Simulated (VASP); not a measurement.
# ZnSe (P4/nmm) in VASP: further runs, part 2 of 2

VASP 6.6.1.

**5. Single point, PBEsol (atoms shifted along a free coordinate)**

Contents of INCAR:

```
SYSTEM = ZnSe
ALGO = Normal
EDIFF = 1E-6
ENCUT = 520
GGA = PS
ISIF = 2
ISMEAR = 0
LASPH = .True.
LCHARG = .False.
LREAL = .False.
LWAVE = .False.
NBANDS = 26
NELM = 100
PREC = Accurate
SIGMA = 0.05
```

Contents of KPOINTS:

```
k-points
0
Gamma
  8 8 6
  0 0 0
```

Contents of POSCAR:

```
ZnSe
1.0
    3.8967330728      0.0000000000      0.0000000000
    0.0000000000      3.8967330728      0.0000000000
    0.0000000000      0.0000000000      5.3509728174
Zn Se
2 2
Direct
    0.0000000000      0.0000000000      0.0000000000
    0.5000000000      0.5000000000      0.0000000000
    0.0000000000      0.5000000000      0.2139048092
    0.5000000000      0.0000000000      0.7860951908
```

Run with:

```bash
$ cat potpaw_PBE.64/Zn/POTCAR potpaw_PBE.64/Se/POTCAR > POTCAR
$ mpirun -np 1 vasp_std > vasp.out
```

Run time: 42 s. Hardware: 1 thread of Intel Xeon 6975P-C (Granite Rapids), shared host; peak memory 0.24 GiB.

Results (log left out):

| Item | Value |
| --- | --- |
| Free energy | -10.8136 eV |
| Pressure | 27.6 GPa |
| Largest force | 5.261 eV/Å |
| Band gap on the k mesh | 1.10 eV |

Forces in eV/Å, atoms in the order of the input:
```
Zn   0.000  0.000  0.000
Zn   0.000  0.000  0.000
Se   0.000  0.000  5.261
Se   0.000  0.000 -5.261
```

Stress tensor (GPa, compression positive):
```
29.71  0.00  0.00
 0.00 29.71  0.00
 0.00  0.00 23.38
```

Levels at points of the mesh, in eV from the valence-band top:
```tsv
k point	band 15	band 16	band 17	band 18	band 19	band 20	band 21	band 22
(0.00, 0.00, 0.00)	-4.01	-0.28	-0.28	0.00	1.10	2.45	2.60	5.40
(0.50, 0.00, 0.00)	-1.83	-1.83	-1.70	-1.70	3.01	3.01	6.82	6.82
(0.50, 0.50, 0.00)	-2.98	-2.98	-2.81	-2.81	3.56	3.56	4.70	4.70
(0.00, 0.00, 0.50)	-3.32	-1.42	-0.57	-0.57	1.29	3.35	4.55	4.60
(0.50, 0.00, 0.50)	-1.79	-1.79	-0.79	-0.79	2.61	2.61	6.13	6.13
(0.50, 0.50, 0.50)	-3.34	-3.34	-3.32	-3.32	5.45	5.45	7.28	7.28
```

Caveat: the cell differs from its parent crystal (atoms shifted along a free coordinate); the cell stands under pressure; the PAW data sets were made with another functional, which shifts forces and pressure a little. A k mesh can miss the band edges.

**6. Single point, PBEsol (atoms shifted along a free coordinate)**

Contents of INCAR:

```
SYSTEM = ZnSe
  ALGO = Normal
  EDIFF = 1E-7
  ENCUT = 520
  GGA = PS
  ISIF = 2
  ISMEAR = 0
  LASPH = .TRUE.
  LCHARG = .TRUE.
  LELF = .TRUE.
  LREAL = .FALSE.
  LVHAR = .TRUE.
  LWAVE = .FALSE.
  NBANDS = 26
  NELM = 80
  PREC = Accurate
  SIGMA = 0.05
```

Contents of KPOINTS:

```
k-points
0
G
  8 8 6
  0 0 0
```

Contents of POSCAR:

```
ZnSe
1.0
    4.0261152320      0.0000000000      0.0000000000
    0.0000000000      4.0261152320      0.0000000000
    0.0000000000      0.0000000000      5.5286396999
Zn Se
2 2
Direct
    0.0000000000      0.0000000000      0.0000000000
    0.5000000000      0.5000000000      0.0000000000
    0.0000000000      0.5000000000      0.2319924411
    0.5000000000      0.0000000000      0.7680075589
```

Potentials or basis: VASP PAW PBE potentials, release 64 (Zn, Se).

Run with:

```bash
$ cat potpaw_PBE.64/Zn/POTCAR potpaw_PBE.64/Se/POTCAR > POTCAR
$ mpirun -np 1 vasp_std > vasp.out
```

OUTCAR:

```text
SYSTEM = ZnSe
   EDIFF = 1E-7
   ENCUT = 520
   GGA = PS
   ISIF = 2
   ISMEAR = 0
   LASPH = .TRUE.
   LREAL = .FALSE.
   NELM = 80
   PREC = Accurate

 ion  position               nearest neighbor table
   1  0.000  0.000  0.000-   3 2.39   4 2.39   3 2.39   4 2.39   2 2.85   2 2.85   2 2.85   2 2.85

   2  0.500  0.500  0.000-   3 2.39   4 2.39   4 2.39   3 2.39   1 2.85   1 2.85   1 2.85   1 2.85

   3  0.000  0.500  0.232-   1 2.39   2 2.39   1 2.39   2 2.39
[... 901 lines left out ...]
  Direction    XX          YY          ZZ          XY          YZ          ZX
  --------------------------------------------------------------------------------------
  -------------------------------------------------------------------------------------
  Total        4.9306610      4.9306610      5.4610681      0.0000000      0.0000000     -0.0000000
  in kB       88.1505524     88.1505524     97.6331907      0.0000000      0.0000000     -0.0000000
  external PRESSURE =      91.3114318 kB  Pullay stress =       0.0000000 kB

 VOLUME and BASIS-vectors are now :
 -----------------------------------------------------------------------------
  energy-cutoff  :      520.00
  volume of cell :       89.62
      direct lattice vectors                 reciprocal lattice vectors
     4.026115232  0.000000000  0.000000000     0.248378385  0.000000000  0.000000000
     0.000000000  4.026115232  0.000000000     0.000000000  0.248378385  0.000000000
     0.000000000  0.000000000  5.528639700     0.000000000  0.000000000  0.180876319

 POSITION                                       TOTAL-FORCE (eV/Angst)
 -----------------------------------------------------------------------------------
      0.00000      0.00000      0.00000         0.000000      0.000000      0.000000
      2.01306      2.01306      0.00000        -0.000000     -0.000000      0.000000
      0.00000      2.01306      1.28260         0.000000      0.000000      2.225610
      2.01306      0.00000      4.24604        -0.000000      0.000000     -2.225610
 -----------------------------------------------------------------------------------
    total drift:                                0.000000      0.000000     -0.000000

  FREE ENERGIE OF THE ION-ELECTRON SYSTEM (eV)
  ---------------------------------------------------
  free  energy   TOTEN  =       -12.4447185081 eV

  energy  without entropy=      -12.4447185081  energy(sigma->0) =      -12.44471851
```

Wall time 2.7 min (1 thread of AMD EPYC 7R13, shared host); peak memory 0.23 GiB.

What came out:

```yaml
Free_energy: -12.4447 eV
Pressure: 9.1 GPa
Largest_force: 2.226 eV/Å
Band_gap_on_the_k_mesh: 1.18 eV
```

Forces on the atoms (eV/Å):
```
Zn   0.000  0.000  0.000
Zn   0.000  0.000  0.000
Se   0.000  0.000  2.226
Se   0.000  0.000 -2.226
```

Caveat: the cell differs from its parent crystal (atoms shifted along a free coordinate); the cell stands under pressure; the PAW data sets were made with another functional, which shifts forces and pressure a little. A k mesh can miss the band edges.

**7. The runs side by side**

| cell | gap on the mesh (eV) | pressure (GPa) | largest force (eV/Å) |
| --- | --- | --- | --- |
| a = 3.829, b = 3.829, c = 5.258 Å, 4 atoms, atomic positions A | 1.23 | 4.4 | 0.57 |
| a = 3.829, b = 3.829, c = 5.258 Å, 4 atoms, atomic positions B | 1.88 | 14.1 | 2.00 |
| a = 3.897, b = 3.897, c = 5.351 Å, 4 atoms, atomic positions C | 1.54 | 3.7 | 0.02 |
| a = 3.897, b = 3.897, c = 5.351 Å, 4 atoms, atomic positions D | 1.10 | 27.6 | 5.26 |
| a = 4.026, b = 4.026, c = 5.529 Å, 4 atoms, atomic positions E | 1.18 | 9.1 | 2.23 |

Alike in all rows: task single point; level PBEsol; potentials or basis VASP PAW PBE potentials, release 64 (Zn, Se); no spin polarisation; k mesh 8 × 8 × 6; cutoff (eV) 520; smearing gaussian 0.05 eV.

Caveats: the cell stands under pressure; the PAW data sets were made with another functional, which shifts forces and pressure a little.

Total energies depend on the potentials used, so only differences within one code and one set of settings carry meaning.
